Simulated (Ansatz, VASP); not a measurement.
**One calculation of CaIrN2, two programs**

```
CELL_PARAMETERS angstrom
1.64885 0.95196 5.00940
-1.64885 0.95196 5.00940
0.00000 -1.90393 5.00940
ATOMIC_POSITIONS crystal
Ir 0.50000 0.50000 0.50000
Ca 0.00000 0.00000 0.00000
N 0.23088 0.23088 0.23088
N 0.76912 0.76912 0.76912
```

Alike in both runs: functional PBE; k mesh 5 × 5 × 5; occupations fermi-dirac, width 0.05 eV; no spin polarisation.

|  | VASP | Ansatz |
| --- | --- | --- |
| version | VASP 6.6.1 | Ansatz 0.2.0 |
| potentials or method | VASP PAW PBE potentials, release 64 (Ir, Ca_sv, N) | Ansatz PAW |
| plane-wave cutoff (eV) | 520 | 420 |
| valence electrons in the cell | 29 | 37 |
| task | single point | projected density of states |

|  | VASP | Ansatz | Ansatz less VASP |
| --- | --- | --- | --- |
| gap on the k mesh at the Fermi level (eV) | none | none | - |
| pressure (GPa) | -0.6 | -1.7 | -1.12 |
| traceless stress, the component that is largest in VASP (GPa) | -0.25 | 0.00 | +0.242 |
| rms of the force components (eV/Å) | 0.024 | 0.045 | +0.0209 |

Atom by atom the forces differ by 0.021 eV/Å (rms over components). A gap of «none» marks a metal or a gap that the smearing closes. VASP's potentials hold 29 valence electrons a cell and Ansatz's 37, so a difference there can come from the potentials and not from the codes.

The k mesh is coarse, so the values compare programs but aren't converged. Neither program's run includes spin-orbit coupling.
